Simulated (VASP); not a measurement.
The system is PrBe3Si.

```
Pr Be Si
1.0
     3.84297    0.00000    0.00000
     0.00000    3.99279    0.00000
    -1.48376    0.00000    4.78832
Pr Be Si
1 3 1
Direct
  0.50000 0.50000 0.00000
  0.98103 0.00000 0.80378
  0.01897 0.00000 0.19622
  0.00000 0.00000 0.50000
  0.50000 0.00000 0.50000
```

The cell was generated, and may not be a known phase.

| Property | Result |
| --- | --- |
| Program | VASP 6.6.1 |
| Task | relaxation of cell and atoms |
| Functional | PBE |
| Potentials or basis | VASP PAW PBE potentials, release 64 (Pr_3, Be, Si), 4f in core |
| Cutoff | 600 eV |
| k mesh | 4 × 4 × 4 |
| Occupations | gaussian, width 0.2 eV |
| Spin | no spin polarisation |

At the start: pressure 28.5 GPa; volume 14.69 Å³/atom.

Task: How do energy, volume and symmetry change on relaxing?

Result: Over 31 steps the energy falls by 728.5 meV/atom and the volume is 16.79 Å³/atom (+14.3 %); space group P2/m (No. 10, to 0.1 Å) before and after.

The path:
```tsv
step	energy change (eV)	largest force (eV/Å)	pressure (GPa)	volume (Å³)
1	0.0000	6.4390	28.46	73.47
2	-1.5682	6.1706	-2.83	103.99
3	-2.6078	2.7899	4.16	89.25
4	-3.0033	0.9745	-2.92	98.14
5	-3.0060	1.0031	-2.42	97.30
6	-3.1547	0.7582	-0.98	94.90
7	-3.1945	0.7379	0.50	93.06
8	-3.2526	0.2922	0.21	92.92
9	-3.2666	0.3794	0.07	92.80
10	-3.3028	0.0850	-0.40	92.84
11	-3.3100	0.1093	-0.70	92.85
12	-3.3347	0.1644	-0.35	91.41
13	-3.4379	0.4425	0.83	86.96
14	-3.1086	1.1229	5.47	77.53
15	-3.4458	0.5088	1.18	85.95
16	-3.4472	0.5350	1.33	85.50
17	-3.4510	0.5476	1.35	85.30
18	-3.4588	0.5874	1.41	84.69
19	-3.4562	0.6740	1.58	83.45
20	-3.4608	0.6201	1.46	84.22
21	-3.4697	0.6136	1.35	84.30
22	-3.4944	0.5941	1.00	84.56
23	-3.5361	0.5561	0.33	85.06
24	-3.5878	0.4876	-0.89	86.03
25	-3.5703	0.3743	-2.89	87.85
26	-3.6003	0.4365	-1.70	86.72
27	-3.6160	0.3739	-1.12	85.95
28	-3.6318	0.2749	0.24	84.30
29	-3.6319	0.2708	0.38	84.13
30	-3.6394	0.1536	0.26	84.05
31	-3.6426	0.0242	0.14	83.96
```

Final structure:
```yaml
crystal:
  lattice:
    - [4.67969, 0.00000, -0.19610]
    - [0.00000, 3.25097, 0.00000]
    - [-2.07348, 0.00000, 5.60596]
  atoms:
    - { symbol: Pr, position: [0.50000, 0.50000, 0.00000] }
    - { symbol: Be, position: [0.91622, 0.00000, 0.81664] }
    - { symbol: Be, position: [0.08378, 0.00000, 0.18336] }
    - { symbol: Be, position: [0.00000, 0.00000, 0.50000] }
    - { symbol: Si, position: [0.50000, 0.00000, 0.50000] }
```

Caveat: the k points lie up to 0.48 Å⁻¹ apart in the final cell, too coarse for converged energies and pressures of a metal; a cell axis changed by over 15 % at a fixed basis, so the end point is rough.
